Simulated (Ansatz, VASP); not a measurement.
This is a calculation of GaSb for Ansatz 0.2.0.

The input input.yaml:

```yaml
crystal:
  lattice:
    - [0.0, 3.059, 3.059]
    - [3.059, 0.0, 3.059]
    - [3.059, 3.059, 0.0]
  atoms:
    - { symbol: Sb, position: [0.75, 0.75, 0.75] }
    - { symbol: Ga, position: [0.0, 0.0, 0.0] }
kpoints:
  mp_grid: { grid: [8, 8, 8] }
scf:
  occupations: { method: fermi_dirac, width: 0.05 }
hamiltonian:
  xc: blyp
  dispersion: d3bj
  pseudopotentials: { kind: all_electron, lapw: { basis_error: 0.001 } }
output:
  forces: true
  stress: true
relax:
  f_tol: 0.02
  max_steps: 60
  cell: {}
```

Potentials or basis: all-electron LAPW, scalar-relativistic.

The run is started by

```bash
$ ansatz run input.yaml --threads 1 --pin off --max-ram 3072MiB --backend cpu --events-out ev --progress --plain --runs-dir out
```

Problem. Set up the same calculation for VASP 6.6.1. Potentials there: VASP PAW PBE potentials, release 64 (Sb, Ga_d).

Solution. As run (the cutoff follows the program's own potentials):

File INCAR:

```
  PREC = Accurate
  ENCUT = 600
  EDIFF = 1E-6
  ISMEAR = -1
  SIGMA = 0.05
  LREAL = F
  LASPH = T
  NELM = 100
  ALGO = Normal
  ISIF = 3
  LWAVE = F
  LCHARG = F
  GGA = B5
  ALDAX = 1.0
  AGGAX = 1.0
  AGGAC = 1.0
  ALDAC = 0.0
  IVDW = 12
  VDW_S6 = 1.0
  VDW_S8 = 2.6996
  VDW_A1 = 0.4298
  VDW_A2 = 4.2359
  IBRION = 2
  NSW = 80
  EDIFFG = -0.02
```

The input KPOINTS:

```
regular mesh
0
Gamma
  8 8 8
```

POSCAR

```
GaSb
1.0
    0.0000000000      3.0590000000      3.0590000000
    3.0590000000      0.0000000000      3.0590000000
    3.0590000000      3.0590000000      0.0000000000
Sb Ga
1 1
Direct
    0.7500000000      0.7500000000      0.7500000000
    0.0000000000      0.0000000000      0.0000000000
```

Potentials or basis: VASP PAW PBE potentials, release 64 (Sb, Ga_d).

Command:

```bash
$ cat potpaw_PBE.64/Sb/POTCAR potpaw_PBE.64/Ga_d/POTCAR > POTCAR
$ mpirun -np 1 vasp_std > vasp.out
```

Both were run:

|  | VASP | Ansatz | Ansatz less VASP |
| --- | --- | --- | --- |
| relaxed volume (Å³/atom) | 28.93 | 28.83 | -0.107 |
| relaxed cell length with the largest relative difference (Å) | 4.342 | 4.336 | -0.0054 |

VASP's potentials were made for PBE, not for BLYP. Ansatz ran all-electron here, and VASP with PAW potentials.

Neither program's run includes spin-orbit coupling.
